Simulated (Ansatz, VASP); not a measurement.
# One calculation of AlFe, two programs

POSCAR

```
AlFe
1.0
    2.9100000000      0.0000000000      0.0000000000
    0.0000000000      2.9100000000      0.0000000000
    0.0000000000      0.0000000000      2.9100000000
Fe Al
1 1
Direct
    0.5000000000      0.5000000000      0.5000000000
    0.0000000000      0.0000000000      0.0000000000
```

The input INCAR.step1:

```
ALGO = Normal
EDIFF = 1E-5
ENCUT = 520
GGA = PE
ISIF = 2
ISMEAR = -1
ISPIN = 2
LASPH = True
LCHARG = False
LMAXMIX = 4
LORBIT = 11
LREAL = False
LWAVE = True
MAGMOM = 3 0
NBANDS = 16
NELM = 150
PREC = Accurate
SIGMA = 0.05
```

The input INCAR.step2:

```
AEXX = 0.25
ALGO = Normal
EDIFF = 1E-7
ENCUT = 520
GGA = PS
HFSCREEN = 0.207
ISIF = 2
ISMEAR = -1
ISPIN = 2
ISTART = 1
LASPH = True
LCHARG = False
LHFCALC = True
LMAXMIX = 4
LORBIT = 11
LREAL = False
LWAVE = False
MAGMOM = 3 0
NBANDS = 16
NELM = 150
PREC = Accurate
PRECFOCK = Normal
SIGMA = 0.05
```

Contents of KPOINTS:

```
k-points
0
Gamma
  5 5 5
```

Contents of input.yaml:

```yaml
crystal:
  lattice:
    - [2.91, 0.0, 0.0]
    - [0.0, 2.91, 0.0]
    - [0.0, 0.0, 2.91]
  atoms:
    - { symbol: Fe, position: [0.5, 0.5, 0.5], spin: 3.0 }
    - { symbol: Al, position: [0.0, 0.0, 0.0] }
hamiltonian:
  xc:
    exchange: hjs_pbesol
    correlation: pbesol
    exx: { coeff: 0.25, omega: 0.207 }
  pseudopotentials: { kind: paw }
magnetization:
  spin_polarized: true
kpoints:
  mp_grid: { grid: [5, 5, 5] }
  band_path:
    path:
      - [[0.0, 0.0, 0.0], [0.0, 0.5, 0.0], [0.5, 0.5, 0.0], [0.0, 0.0, 0.0], [0.5, 0.5, 0.5], [0.0, 0.5, 0.0]]
      - [[0.5, 0.5, 0.0], [0.5, 0.5, 0.5]]
    npoints: 4
scf:
  occupations: { method: fermi_dirac, width: 0.05 }
  n_extra_bands: 6
output:
  forces: true
  stress: true
  eigenvalues: true
  fatbands: false
  write_density: true
  write_potential: true
  elf: true
  volumetric_format: npy
```

Alike in both runs: functional PBEsol-based screened hybrid; k mesh 5 × 5 × 5; occupations fermi-dirac, width 0.05 eV; collinear spin.

|  | VASP | Ansatz |
| --- | --- | --- |
| version | VASP 6.6.1 | Ansatz 0.2.0 |
| potentials or method | VASP PAW PBE potentials, release 64 (Fe, Al) | Ansatz PAW |
| plane-wave cutoff (eV) | 520 | 420 |
| valence electrons in the cell | 11 | 19 |
| task | single point | band structure |

|  | VASP | Ansatz | Ansatz less VASP |
| --- | --- | --- | --- |
| gap on the k mesh at the Fermi level (eV) | none | none | - |
| pressure (GPa) | -15.1 | -15.3 | -0.18 |
| net moment per atom (μB) | 0.45 | 0.47 | +0.022 |
| size of the moment on the site where the two differ most (μB) | 1.10 | 1.16 | +0.068 |

VASP's potentials were made for PBE, not for PBEsol-based screened hybrid. Site moments also hang on the region over which each program counts them. A gap of «none» marks a metal or a gap that the smearing closes. VASP's potentials hold 11 valence electrons a cell and Ansatz's 19, so a difference there can come from the potentials and not from the codes.

The k mesh is coarse, so the values compare programs but aren't converged. Noted on Ansatz's run: the magnetic or orbital state may not be the lowest.
